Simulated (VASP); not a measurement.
Ca2Sn2N:

```
Ca Sn N
1.0
     4.88904    0.00000    0.00000
     0.00000    4.88904    0.00000
     0.00000    0.00000    4.72141
Ca Sn N
2 2 1
Direct
  0.00000 0.50000 0.00000
  0.50000 0.00000 0.00000
  0.00000 0.00000 0.50000
  0.50000 0.50000 0.50000
  0.00000 0.00000 0.00000
```

```yaml
Program: VASP 6.6.1
Task: relaxation of cell and atoms
Functional: PBE
Potentials_or_basis: VASP PAW PBE potentials, release 64 (Ca_sv, Sn_d, N)
Cutoff: 600 eV
k_mesh: 6 × 6 × 8
Occupations: gaussian, width 0.1 eV
Spin: no spin polarisation
```

At the start: pressure 0.0 GPa; volume 22.57 Å³/atom.

Question: How do energy, volume and symmetry change on relaxing?

Answer: Over 4 steps the energy falls by 4.1 meV/atom; space group P4/mmm (No. 123, to 0.1 Å) before and after.

Step by step:
| step | energy change (eV) | largest force (eV/Å) | pressure (GPa) | volume (Å³) |
| --- | --- | --- | --- | --- |
| 1 | 0.0000 | 0.0000 | 0.02 | 112.85 |
| 2 | -0.0120 | 0.0000 | -0.01 | 112.88 |
| 3 | -0.0198 | 0.0000 | 0.07 | 112.89 |
| 4 | -0.0207 | 0.0000 | 0.04 | 112.89 |

Final structure:
```
Ca Sn N
1.0
     4.82672    0.00000    0.00000
     0.00000    4.82672    0.00000
     0.00000    0.00000    4.84574
Ca Sn N
2 2 1
Direct
  0.00000 0.50000 0.00000
  0.50000 0.00000 0.00000
  0.00000 0.00000 0.50000
  0.50000 0.50000 0.50000
  0.00000 0.00000 0.00000
```
